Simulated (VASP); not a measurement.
Wanted: the native input for a VASP 6.6.1 run.

```
Task                   : single point
Functional             : LDA
Potentials or basis    : VASP PAW LDA potentials, release 64 (I)
Cutoff                 : 520 eV
k mesh                 : 11 × 11 × 11
Occupations            : fermi-dirac, width 0.08 eV
Spin                   : no spin polarisation
Dipole correction      : no
Further INCAR settings : ALGO = Normal; EDIFF = 1e-07; NBANDS = 14
```

The structure of I lies in POSCAR:

```
I
1.0
    0.0000000000      2.9958386182      2.9958386182
    2.9958386182      0.0000000000      2.9958386182
    2.9958386182      2.9958386182      0.0000000000
I
2
Direct
   -0.1250000000     -0.1250000000     -0.1250000000
    0.1250000000      0.1250000000      0.1250000000
```

These files were run (other wordings do the same):

INCAR

```
  ALGO = Normal
  EDIFF = 1E-7
  ENCUT = 520
  ISIF = 2
  ISMEAR = -1
  LASPH = T
  LCHARG = T
  LELF = T
  LREAL = F
  LVHAR = T
  LWAVE = F
  NBANDS = 14
  NELM = 100
  PREC = Accurate
  SIGMA = 0.08
```

KPOINTS

```
k-points
0
Gamma
  11 11 11
```

Potentials or basis: VASP PAW LDA potentials, release 64 (I).

Command:

```console
$ cat potpaw_LDA.64/I/POTCAR > POTCAR
$ mpirun -np 1 vasp_std > vasp.out
```

Results of the run:

The pressure is 51.4 GPa. The band gap on the k mesh is zero (bands 7 and 8 overlap by 4.85 eV).

Caveat: the cell stands under pressure; spin-orbit coupling is left out, which moves the levels of the heavy elements.

It took 20 s on 1 thread of Intel(R) Xeon(R) Platinum 8124M CPU @ 3.00GHz (Skylake/Cascade Lake) (shared host), peak memory 0.17 GiB.
